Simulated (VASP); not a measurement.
Write the native input for VASP 6.6.1 that does the following.

```
Task                   : single point
Functional             : LDA
Potentials or basis    : VASP PAW LDA potentials, release 64 (Ag)
Cutoff                 : 520 eV
k mesh                 : 6 × 6 × 6
Occupations            : gaussian, width 0.1 eV
Spin                   : no spin polarisation
Dipole correction      : no
Further INCAR settings : ALGO = Normal; EDIFF = 1e-06; NBANDS = 30
```

The structure of Ag lies in POSCAR:

```
Ag
1.0
    4.0022382418      0.0000000000      0.0000000000
    0.0000000000      4.0022382418      0.0000000000
    0.0000000000      0.0000000000      4.0022382418
Ag
4
Direct
    0.0000000000      0.0000000000      0.0000000000
    0.0000000000      0.5000000000      0.5000000000
    0.5000000000      0.0000000000      0.5000000000
    0.5000000000      0.5000000000      0.0000000000
```

One way to write it, as run:

INCAR

```
SYSTEM = Ag
  PREC = Accurate
  ENCUT = 520
  EDIFF = 1E-6
  ISMEAR = 0
  SIGMA = 0.1
  LREAL = .FALSE.
  LASPH = .TRUE.
  NELM = 60
  ALGO = Normal
  ISIF = 2
  LWAVE = .FALSE.
  LCHARG = .FALSE.
  GGA = CA
  NBANDS = 30
```

KPOINTS

```
Automatic mesh
0
G
  6 6 6
  0 0 0
```

Potentials or basis: VASP PAW LDA potentials, release 64 (Ag).

Launch:

```console
$ cat potpaw_LDA.64/Ag/POTCAR > POTCAR
$ mpirun -np 1 vasp_std > vasp.out
```

It gave:

```json
{"Pressure": "0.2 GPa", "Band gap on the k mesh": "zero (bands 22 and 23 overlap by 2.09 eV)"}
```

Wall time 45 s on 1 thread of Intel Xeon 8259CL, on a shared host, peak memory 0.16 GiB.
